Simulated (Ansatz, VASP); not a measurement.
## Two plane-wave programs on Mg5O

```xyz
12
Lattice="3.1476 0.0000 0.0000 -1.5738 2.7259 0.0000 0.0000 0.0000 25.5870" Properties=species:S:1:pos:R:3 pbc="T T T"
Mg    0.0000    1.8172   11.5593
Mg    1.5738    0.9086   14.0276
Mg    0.0000    1.8172   16.6134
Mg    1.5738    0.9086   19.1902
Mg    0.0000    1.8172    1.2342
Mg    1.5738    0.9086   24.3528
Mg    0.0000    1.8172   21.7671
Mg    1.5738    0.9086    8.9736
Mg    0.0000    1.8172    6.3967
Mg    1.5738    0.9086    3.8199
O     0.0000    0.0000   12.7935
O     0.0000    0.0000    0.0000
```

Alike in both runs: functional PBE; k mesh 12 × 12 × 2; occupations gaussian, width 0.1 eV; no spin polarisation.

Ansatz relaxed the structure, and its values are those at the end. VASP's run is a single point on that final structure, the one shown.

|  | VASP | Ansatz |
| --- | --- | --- |
| version | VASP 6.6.1 | Ansatz 0.2.0 |
| potentials or method | VASP PAW PBE potentials, release 64 (Mg, O), cutoff 520 eV | scalar-relativistic, plane waves, PAW |
| valence electrons in the cell | 32 | 112 |

```csv
,VASP,Ansatz,Ansatz less VASP
gap on the k mesh at the Fermi level (eV),none,none,-
pressure (GPa),-0.2,0.0,+0.23
rms of the force components (eV/Å),0.006,0.001,-0.0052
```

A gap of «none» marks a metal or a gap that the smearing closes. VASP's potentials hold 32 valence electrons a cell and Ansatz's 112, so a difference there can come from the potentials and not from the codes.
